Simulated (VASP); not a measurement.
**Hf: single point with LDA**

Crystal: Hf.

```
CELL_PARAMETERS angstrom
0.00000 2.18125 2.18125
2.18125 0.00000 2.18125
2.18125 2.18125 0.00000
ATOMIC_POSITIONS crystal
Hf 0.00000 0.00000 0.00000
```

- Program: VASP 6.6.1
- Task: single point
- Functional: LDA
- Potentials or basis: VASP PAW LDA potentials, release 64 (Hf_pv)
- Cutoff: 520 eV
- k mesh: 13 × 13 × 13
- Occupations: fermi-dirac, width 0.136057 eV
- Spin: no spin polarisation

```yaml
Pressure: 0.4 GPa
Band_gap_on_the_k_mesh: zero (band 5 reaches 6.51 eV, above the bottom of band 6 at 4.57 eV)
```

Levels at points of the mesh, in eV from the Fermi level:
| k point | band 2 | band 3 | band 4 | band 5 | band 6 | band 7 | band 8 | band 9 |
| --- | --- | --- | --- | --- | --- | --- | --- | --- |
| (0.00, 0.00, 0.00) | -29.60 | -29.60 | -7.40 | 1.35 | 1.35 | 1.35 | 4.38 | 4.38 |

It took 39 s on 1 thread of AMD EPYC 7R13, on a shared host, peak memory 0.11 GiB.

Caveat: spin-orbit coupling is left out, which moves the levels of the heavy elements.
